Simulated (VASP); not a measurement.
Runs of VASP 6.6.1 on Ge. The structure is that of space group Fd-3m (No. 227), or close to it. The cells are those of the table. 

```tsv
cell	gap on the mesh (eV)	pressure (GPa)
a = 3.928 Å, angles 60.0°, 2 atoms	0.36	(a)
a = 3.965 Å, angles 60.0°, 2 atoms	0.27	3.3
a = 4.001 Å, angles 60.0°, 2 atoms	0.04	1.2
a = 3.891 Å, angles 60.0°, 2 atoms	0.45	(b)
```

Alike in all rows: task single point; level PBE+D3(BJ); potentials or basis VASP PAW PBE potentials, release 64 (Ge_d); no spin polarisation; k mesh 6 × 6 × 6; cutoff (eV) 520; smearing gaussian 0.01 eV.

**Question.** Estimate the missing entries.

**Answer.** (a) 5.7; (b) 8.6.

A k mesh can miss the band edges, and the runs leave out spin-orbit coupling on Ge.
